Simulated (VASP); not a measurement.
SnSe2:

```
Sn Se
1.0
     3.81100    0.00000    0.00000
    -1.90550    3.30042    0.00000
     0.00000    0.00000    6.13600
Sn Se
1 2
Direct
  0.00000 0.00000 0.00000
  0.33333 0.66667 0.24900
  0.66667 0.33333 0.75100
```

Base run:

```yaml
Program: VASP 6.6.1
Functional: PBE
Potentials_or_basis: VASP PAW PBE potentials, release 64 (Sn_d, Se)
Cutoff: 520 eV
k_mesh: 13 × 13 × 7
Occupations: fermi-dirac, width 0.02 eV
Spin: no spin polarisation
```

Its results: band gap on the k mesh 0.70 eV (least direct gap 1.09 eV); pressure 5.6 GPa; largest force 0.807 eV/Å.

Q: The run is repeated on the same cell with these changes: functional from PBE to revPBE. What comes out?

A: Band gap on the k mesh 0.76 eV (least direct gap 1.19 eV); pressure 6.9 GPa; largest force 0.835 eV/Å.

revPBE binds less tightly than PBE, so the same cell stands under more pressure.

Caveats: the cell stands under pressure; spin-orbit coupling is left out, which moves the levels of the heavy elements; an odd mesh through Γ misses points on the zone boundary, where band edges can lie; this functional lacks dispersion, which binds the layers, so the pressure and a relaxed spacing across them are unreliable; the PAW data sets were made with another functional, which shifts forces and pressure a little (at least some runs).
